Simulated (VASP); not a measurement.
# Sr4LiS2 (R-3m) in VASP: further runs

Sr4LiS2 is run at these levels: PBE; tasks: single point, relaxation of cell and atoms.

Program: VASP 6.6.1. These are calculated values, not measurements. Logs are shortened: lines on timing, memory, paths and dates and some standing lists are left out, and cuts for length are marked.

### 1 The cell of the first run

The structure is trigonal, space group R-3m (No. 166). The conventional cell has a = 9.742 Å, b = 9.742 Å, c = 10.748 Å, α = 90.00°, β = 90.00°, γ = 120.00°. Li (site symmetry -3m) has 2 S at 2.47 Å within 3.3 Å. Sr (site symmetry 2/m) has 2 S at 2.89 Å and 2 Li at 3.33 Å within 3.8 Å. Sr (site symmetry -3m) has 2 S at 2.91 Å within 3.8 Å. Within 3.3 Å of S (site symmetry 3m) lie 1 Li at 2.47 Å and 4 Sr at 2.89 to 2.91 Å.

### 2 Single point, PBE

INCAR

```
SYSTEM = Sr4LiS2
PREC = Accurate ; ENCUT = 520
EDIFF = 1E-6 ; ISMEAR = 0
SIGMA = 0.2 ; LREAL = .FALSE.
LASPH = .TRUE. ; NELM = 80
ALGO = Normal ; ISIF = 2
LWAVE = .FALSE. ; LCHARG = .TRUE.
GGA = PE ; LELF = .TRUE.
LVHAR = .TRUE. ; NBANDS = 36
```

KPOINTS

```
Automatic mesh
0
G
  3 3 3
  0 0 0
```

POSCAR

```
Sr4LiS2
1.0
    4.8708839241      2.8122061436      3.5826686589
   -4.8708839241      2.8122061436      3.5826686589
    0.0000000000     -5.6244122906      3.5826686562
Li Sr S
1 4 2
Direct
    0.5000000000      0.5000000000      0.5000000000
    0.5000000000      0.5000000000      0.0000000000
    0.0000000000      0.5000000000      0.5000000000
    0.5000000000      0.0000000000      0.5000000000
    0.0000000000      0.0000000000      0.0000000000
    0.7295662379      0.7295662379      0.7295662379
    0.2704337621      0.2704337621      0.2704337621
```

Potentials or basis: VASP PAW PBE potentials, release 64 (Li_sv, Sr_sv, S).

The run is started by

```bash
> cat potpaw_PBE.64/Li_sv/POTCAR potpaw_PBE.64/Sr_sv/POTCAR potpaw_PBE.64/S/POTCAR > POTCAR
> mpirun -np 1 vasp_std > vasp.out
```

OUTCAR:

```text
SYSTEM = Sr4LiS2
   PREC = Accurate
   ENCUT = 520
   EDIFF = 1E-6
   ISMEAR = 0
   LREAL = .FALSE.
   LASPH = .TRUE.
   NELM = 80
   ISIF = 2
   GGA = PE

 ion  position               nearest neighbor table
   1  0.500  0.500  0.500-   6 2.47   7 2.47   2 3.33   2 3.33   4 3.33   3 3.33   4 3.33   3 3.33

   2  0.500  0.500  0.000-   6 2.89   7 2.89   1 3.33   1 3.33   5 4.55   5 4.55   4 4.55   4 4.55
                             3 4.55   3 4.55   3 4.87   3 4.87   4 4.87   4 4.87   5 4.87   5 4.87
   3  0.000  0.500  0.500-   6 2.89   7 2.89   1 3.33   1 3.33   4 4.55   4 4.55   5 4.55   2 4.55
                             2 4.55   5 4.55   5 4.87   2 4.87   5 4.87   2 4.87   4 4.87   4 4.87
   4  0.500  0.000  0.500-   6 2.89   7 2.89   1 3.33   1 3.33   3 4.55   3 4.55   2 4.55   2 4.55
                             5 4.55   5 4.55   5 4.87   5 4.87   2 4.87   2 4.87   3 4.87   3 4.87
   5  0.000  0.000  0.000-   6 2.91   7 2.91   2 4.55   2 4.55   4 4.55   3 4.55   4 4.55   3 4.55
                             3 4.87   4 4.87   4 4.87   3 4.87   2 4.87   2 4.87
   6  0.730  0.730  0.730-   1 2.47   2 2.89   3 2.89   4 2.89   5 2.91
   7  0.270  0.270  0.270-   1 2.47   2 2.89   3 2.89   4 2.89   5 2.91

  LATTYP: Found a trigonal (rhomboedric) cell.
 ALAT       =     6.6685476916
 COS(alpha) =    -0.0670457322

  Lattice vectors:

 A1 = (   4.8708839241,   2.8122061436,   3.5826686589)
 A2 = (  -4.8708839241,   2.8122061436,   3.5826686589)
 A3 = (   0.0000000000,  -5.6244122906,   3.5826686562)

Analysis of symmetry for initial positions (statically):
=====================================================================
 Subroutine PRICEL returns:
 Original cell was already a primitive cell.

 Routine SETGRP: Setting up the symmetry group for a
 trigonal (rhombohedral) supercell.

 Subroutine GETGRP returns: Found 12 space group operations
 (whereof 12 operations were pure point group operations)
 out of a pool of 12 trial point group operations.

The static configuration has the point symmetry D_3d.

Analysis of symmetry for dynamics (positions and initial velocities):
=====================================================================
 Subroutine PRICEL returns:
 Original cell was already a primitive cell.

 Routine SETGRP: Setting up the symmetry group for a
 trigonal (rhombohedral) supercell.

 Subroutine GETGRP returns: Found 12 space group operations
 (whereof 12 operations were pure point group operations)
 out of a pool of 12 trial point group operations.

The dynamic configuration has the point symmetry D_3d.

 Subroutine INISYM returns: Found 12 space group operations
 (whereof 12 operations are pure point group operations),
 and found     1 'primitive' translations

----------------------------------------------------------------------------------------

                                     Primitive cell

  volume of cell :     294.4509

  direct lattice vectors                    reciprocal lattice vectors
     4.870883924  2.812206144  3.582668659     0.102650773  0.059265451  0.093040514
    -4.870883924  2.812206144  3.582668659    -0.102650773  0.059265451  0.093040514
     0.000000000 -5.624412291  3.582668656     0.000000000 -0.118530903  0.093040514

  length of vectors
     6.668547692  6.668547692  6.668547692     0.150685474  0.150685474  0.150685474

  position of ions in fractional coordinates (direct lattice)
     0.500000000  0.500000000  0.500000000
     0.500000000  0.500000000  0.000000000
     0.000000000  0.500000000  0.500000000
     0.500000000  0.000000000  0.500000000
     0.000000000  0.000000000  0.000000000
     0.729566238  0.729566238  0.729566238
     0.270433762  0.270433762  0.270433762

  ion indices of the primitive-cell ions
   primitive index   ion index
                 1           1
                 2           2
                 3           3
                 4           4
                 5           5
                 6           6
                 7           7

----------------------------------------------------------------------------------------

 KPOINTS: Automatic mesh

Automatic generation of k-mesh.
 Grid dimensions read from file:
 generate k-points for:    3    3    3

 Generating k-lattice:

  Cartesian coordinates                     Fractional coordinates (reciprocal lattice)
     0.034216924  0.019755150  0.031013505     0.333333333 -0.000000000 -0.000000000
    -0.034216924  0.019755150  0.031013505    -0.000000000  0.333333333 -0.000000000
     0.000000000 -0.039510301  0.031013505    -0.000000000 -0.000000000  0.333333333

  Length of vectors
     0.050228491  0.050228491  0.050228491

  Shift w.r.t. Gamma in fractional coordinates (k-lattice)
     0.000000000  0.000000000  0.000000000

 Subroutine IBZKPT returns following result:
 ===========================================

 Found      6 irreducible k-points:

 Following reciprocal coordinates:
            Coordinates               Weight
  0.000000  0.000000  0.000000      1.000000
  0.333333  0.000000  0.000000      6.000000
  0.333333  0.333333  0.000000      6.000000
 -0.333333  0.333333  0.000000      6.000000
  0.333333  0.333333  0.333333      2.000000
 -0.333333  0.333333  0.333333      6.000000
   k-points           NKPTS =      6   k-points in BZ     NKDIM =      6   number of bands    NBANDS=     36
   number of dos      NEDOS =    301   number of ions     NIONS =      7
   total plane-waves  NPLWV = 125000
   dimension x,y,z NGX =    50 NGY =   50 NGZ =   50
   dimension x,y,z NGXF=   100 NGYF=  100 NGZF=  100
   ions per type =               1   4   2
   NGX,Y,Z   is equivalent  to a cutoff of  12.46, 12.46, 12.46 a.u.
   NGXF,Y,Z  is equivalent  to a cutoff of  24.93, 24.93, 24.93 a.u.
 SYSTEM =  Sr4LiS2
   PREC   = accura    normal or accurate (medium, high low for compatibility)
   ISTART =      0    job   : 0-new  1-cont  2-samecut
   ICHARG =      2    charge: 1-file 2-atom 10-const
   ISPIN  =      1    spin polarized calculation?
   LNONCOLLINEAR =      F non collinear calculations
   LSORBIT =      F    spin-orbit coupling
   LASPH  =      T    aspherical Exc in radial PAW
   ENCUT  =  520.0 eV  38.22 Ry    6.18 a.u.  12.40 12.40 12.40*2*pi/ulx,y,z
   NELM   =     80;   NELMIN=  2; NELMDL= -5     # of ELM steps
   EDIFF  = 0.1E-05   stopping-criterion for ELM
   LREAL  =      F    real-space projection
   EDIFFG = 0.1E-04   stopping-criterion for IOM
   NSW    =      0    number of steps for IOM
   IBRION =     -1    ionic relax: 0-MD 1-quasi-New 2-CG
   NFREE  =      0    steps in history (QN), initial steepest desc. (CG)
   ISIF   =      2    stress and relaxation
   ISYM   =      2    0-nonsym 1-usesym 2-fastsym
   POTIM  = 0.5000    time-step for ionic-motion
   TEBEG  =    0.0;   TEEND  =   0.0 temperature during run
   PSTRESS=    0.0 pullay stress
   NELECT =      55.0000    total number of electrons
   NUPDOWN=      -1.0000    fix difference up-down
   EMIN   =  10.00;   EMAX   =-10.00  energy-range for DOS
   EFERMI =   0.00;   METHOD = LEGACY
   ISMEAR =     0;   SIGMA  =   0.20  broadening in eV -4-tet -1-fermi 0-gaus
   EFERMI_NEDOS =   21; number of points for ismear=-14 and -15
   IALGO  =     38    algorithm
   IMIX   =      4    mixing-type and parameters
     AMIX     =   0.40;   BMIX     =  1.00
     AMIX_MAG =   1.60;   BMIX_MAG =  1.00
  volume/ion in A,a.u.               =      42.06       283.86
  Fermi-wavevector in a.u.,A,eV,Ry     =   0.935818  1.768440 11.915378  0.875756
  Thomas-Fermi vector in A             =   2.062764
   LORBIT       =      0    0 simple, 1 ext, 2 COOP (PROOUT), +10 PAW based schemes
   GGA     = PE    functional components
   LHFCALC =     F    Hartree Fock is set to
   AEXX    =    0.0000 exact exchange contribution
   IVDW    =     0    specifies the selected vdW correction
   LEPSILON=     F    determine dielectric tensor
   LRPA    =     F    only Hartree local field effects (RPA)
 non-spin polarized calculation
 Gauss-broadening in eV      SIGMA  =   0.20
  energy-cutoff  :      520.00
  volume of cell :      294.45
 maximum number of plane-waves:      7938
 NGX is ok and might be reduce to    50
   NGX = 25   NGY = 25   NGZ = 25

 number of electron      54.9999989 magnetization

 Free energy of the ion-electron system (eV)
  ---------------------------------------------------
  ext. energy  EPLUGINS =         0.00000000
  ---------------------------------------------------
  free energy    TOTEN  =       -23.04359513 eV

  energy without entropy =      -22.96425235  energy(sigma->0) =      -23.00392374

 E-fermi :   1.7757     XC(G=0):  -7.2552

 val. band max:        1.6917634247   @ k =  -0.3333   0.3333   0.0000
 cond. band min:       1.7843614299   @ k =  -0.3333   0.3333   0.3333
 fundamental gap:      0.0925980052
 Fermi energy:         1.7757314512

 k-point     1 :       0.0000    0.0000    0.0000
  band No.  band energies     occupation
      1     -45.3472      2.00000
      2     -34.9512      2.00000
      3     -34.4960      2.00000
      4     -34.4915      2.00000
      5     -34.4915      2.00000
      6     -16.9873      2.00000
[... 28 lines left out ...]
     35       4.3845      0.00000
     36       5.1744      0.00000

 k-point     2 :       0.3333    0.0000    0.0000
  band No.  band energies     occupation
      1     -45.3472      2.00000
      2     -34.9512      2.00000
      3     -34.4951      2.00000
      4     -34.4925      2.00000
      5     -34.4915      2.00000
      6     -16.9871      2.00000
[... 28 lines left out ...]
     35       4.2512      0.00000
     36       4.3265      0.00000

 k-point     3 :       0.3333    0.3333    0.0000
  band No.  band energies     occupation
      1     -45.3472      2.00000
      2     -34.9512      2.00000
      3     -34.4941      2.00000
      4     -34.4930      2.00000
      5     -34.4920      2.00000
      6     -16.9871      2.00000
[... 28 lines left out ...]
     35       4.2266      0.00000
     36       4.3984      0.00000

 k-point     4 :      -0.3333    0.3333    0.0000
  band No.  band energies     occupation
      1     -45.3472      2.00000
      2     -34.9512      2.00000
      3     -34.4945      2.00000
      4     -34.4923      2.00000
      5     -34.4922      2.00000
      6     -16.9870      2.00000
[... 28 lines left out ...]
     35       4.1029      0.00000
     36       4.1727      0.00000

 k-point     5 :       0.3333    0.3333    0.3333
  band No.  band energies     occupation
      1     -45.3472      2.00000
      2     -34.9512      2.00000
      3     -34.4932      2.00000
      4     -34.4930      2.00000
      5     -34.4930      2.00000
      6     -16.9873      2.00000
[... 28 lines left out ...]
     35       3.7955      0.00000
     36       4.1055      0.00000

 k-point     6 :      -0.3333    0.3333    0.3333
  band No.  band energies     occupation
      1     -45.3472      2.00000
      2     -34.9512      2.00000
      3     -34.4940      2.00000
      4     -34.4930      2.00000
      5     -34.4921      2.00000
      6     -16.9879      2.00000
[... 28 lines left out ...]
     35       4.1521      0.00000
     36       4.3331      0.00000

------------------------ aborting loop because EDIFF is reached ----------------------------------------

  FORCE on cell =-STRESS in cart. coord.  units (eV):
  Direction    XX          YY          ZZ          XY          YZ          ZX
  --------------------------------------------------------------------------------------
  -------------------------------------------------------------------------------------
  Total        0.3036245      0.3036245     -0.0184860     -0.0000000      0.0000000     -0.0000000
  in kB        1.6520933      1.6520933     -0.1005866     -0.0000000      0.0000000     -0.0000000
  external PRESSURE =       1.0678667 kB  Pullay stress =       0.0000000 kB

 VOLUME and BASIS-vectors are now :
 -----------------------------------------------------------------------------
  energy-cutoff  :      520.00
  volume of cell :      294.45
      direct lattice vectors                 reciprocal lattice vectors
     4.870883924  2.812206144  3.582668659     0.102650773  0.059265451  0.093040514
    -4.870883924  2.812206144  3.582668659    -0.102650773  0.059265451  0.093040514
     0.000000000 -5.624412291  3.582668656     0.000000000 -0.118530903  0.093040514

 POSITION                                       TOTAL-FORCE (eV/Angst)
 -----------------------------------------------------------------------------------
      0.00000     -0.00000      5.37400         0.000000     -0.000000     -0.000000
      0.00000      2.81221      3.58267         0.000000      0.000000     -0.000000
     -2.43544     -1.40610      3.58267        -0.000000      0.000000     -0.000000
      2.43544     -1.40610      3.58267        -0.000000      0.000000     -0.000000
      0.00000      0.00000      0.00000         0.000000     -0.000000     -0.000000
      0.00000     -0.00000      7.84138         0.000000      0.000000     -0.072675
      0.00000     -0.00000      2.90662         0.000000     -0.000000      0.072675
 -----------------------------------------------------------------------------------
    total drift:                               -0.000000     -0.000000     -0.000000

  FREE ENERGIE OF THE ION-ELECTRON SYSTEM (eV)
  ---------------------------------------------------
  free  energy   TOTEN  =       -23.0435951310 eV

  energy  without entropy=      -22.9642523458  energy(sigma->0) =      -23.00392374
```

It took 48 s on 1 thread of AMD EPYC 9R45 (Zen 5), shared host; peak memory 0.33 GiB.

Results:

```yaml
Free_energy: -23.0436 eV
Largest_force: 0.073 eV/Å
```

Forces on the atoms (eV/Å):
```
Li   0.000  0.000  0.000
Sr   0.000  0.000  0.000
Sr   0.000  0.000  0.000
Sr   0.000  0.000  0.000
Sr   0.000  0.000  0.000
S    0.000  0.000 -0.073
S    0.000  0.000  0.073
```

Caveat: the cutoff is under 1.25 times the usual one of these potentials, so pressure, stress and relaxed cells hold a basis-set (Pulay) error.

### 3 Relaxation of cell and atoms, PBE

This run uses another cell than the first one, of 27.98 Å³/atom, 0.665 times its volume.

INCAR

```
  ALGO = Normal
  EDIFF = 1E-6
  EDIFFG = -0.08
  ENCUT = 600
  GGA = PE
  IBRION = 2
  ISIF = 3
  ISMEAR = 0
  LASPH = T
  LCHARG = F
  LREAL = F
  LWAVE = F
  NELM = 80
  NSW = 36
  PREC = Accurate
  SIGMA = 0.2
```

KPOINTS

```
k-points
0
Gamma
  3 3 3
```

POSCAR

```
Sr4LiS2
1.0
    3.2525303000      1.8778492400      5.3442293000
   -3.2525303000      1.8778492400      5.3442293000
    0.0000000000     -3.7556984900      5.3442293000
Li Sr S
1 4 2
Direct
    0.5000000000      0.5000000000      0.5000000000
    0.5000000000      0.5000000000      0.0000000000
    0.0000000000      0.5000000000      0.5000000000
    0.5000000000      0.0000000000      0.5000000000
    0.0000000000      0.0000000000      0.0000000000
    0.8424200500      0.8424200500      0.8424200500
    0.1575799500      0.1575799500      0.1575799500
```

Potentials or basis: VASP PAW PBE potentials, release 64 (Li_sv, Sr_sv, S).

The run is started by

```bash
> cat potpaw_PBE.64/Li_sv/POTCAR potpaw_PBE.64/Sr_sv/POTCAR potpaw_PBE.64/S/POTCAR > POTCAR
> mpirun -np 1 vasp_std > vasp.out
```

Wall time 9.9 min (1 thread of AMD EPYC 9R45 (Zen 5), shared host); peak memory 0.41 GiB.

The run converged. Its results:

| Property | Result |
| --- | --- |
| Free energy | -22.6658 eV |
| Relaxed volume | 41.23 Å³/atom |
| Relaxed cell | a = 6.616 Å, b = 6.616 Å, c = 6.616 Å, α = 92.61°, β = 92.61°, γ = 92.61° |
| Space group after relaxing (to 0.05 Å) | R-3m (No. 166) |
| Energy gained by relaxing | 1086.1 meV/atom |
| Ionic steps | 16 |
| Pressure after relaxing | 0.0 GPa |
| Largest force after relaxing | 0.078 eV/Å |

Forces in eV/Å, atoms in the order of the input:
```
Li   0.000  0.000  0.000
Sr   0.000  0.000  0.000
Sr   0.000  0.000  0.000
Sr   0.000  0.000  0.000
Sr   0.000  0.000  0.000
S    0.000  0.000 -0.078
S    0.000  0.000  0.078
```

The path:
| step | energy change (eV) | largest force (eV/Å) | pressure (GPa) | volume (Å³) |
| --- | --- | --- | --- | --- |
| 1 | 0.0000 | 2.6401 | 8.83 | 195.85 |
| 2 | -3.0420 | 1.9249 | 2.29 | 242.11 |
| 3 | -4.4842 | 1.3233 | -1.87 | 304.87 |
| 4 | -4.5360 | 1.2231 | -2.38 | 318.05 |
| 5 | -5.6268 | 2.0288 | -1.18 | 301.20 |
| 6 | -5.8724 | 3.1863 | 0.50 | 286.66 |
| 7 | -6.5908 | 2.0970 | 0.46 | 282.04 |
| 8 | -7.2461 | 0.6073 | 1.41 | 271.81 |
| 9 | -7.3242 | 0.2302 | 2.00 | 267.33 |
| 10 | -7.3363 | 0.0083 | 2.54 | 263.60 |
| 11 | -7.5810 | 0.0376 | 0.08 | 288.01 |
| 12 | -7.5858 | 0.0361 | -0.28 | 292.50 |
| 13 | -7.5858 | 0.0365 | -0.23 | 291.91 |
| 14 | -7.5962 | 0.0784 | -0.18 | 291.31 |
| 15 | -7.6001 | 0.1182 | -0.13 | 290.68 |
| 16 | -7.6026 | 0.0779 | 0.04 | 288.61 |

Final structure:
```
CELL_PARAMETERS angstrom
4.78314 2.76155 3.64168
-4.78314 2.76155 3.64168
0.00000 -5.52309 3.64168
ATOMIC_POSITIONS crystal
Li 0.50000 0.50000 0.50000
Sr 0.50000 0.50000 0.00000
Sr 0.00000 0.50000 0.50000
Sr 0.50000 0.00000 0.50000
Sr 0.00000 0.00000 0.00000
S 0.73542 0.73542 0.73542
S 0.26458 0.26458 0.26458
```

Levels at points of the mesh, in eV from the Fermi level:
```
           k point  band 25  band 26  band 27  band 28  band 29  band 30
(0.00, 0.00, 0.00)    -2.75    -2.22     0.38     0.38     0.55     0.55
```

Caveat: the k points lie up to 0.32 Å⁻¹ apart in the final cell; the cutoff is under 1.25 times the usual one of these potentials, so pressure, stress and relaxed cells hold a basis-set (Pulay) error; the volume moved by over 15 % at a fixed basis, so the end points are rough; the relaxation stopped at a loose force limit of 0.08 eV/Å, so its end isn't a converged minimum.
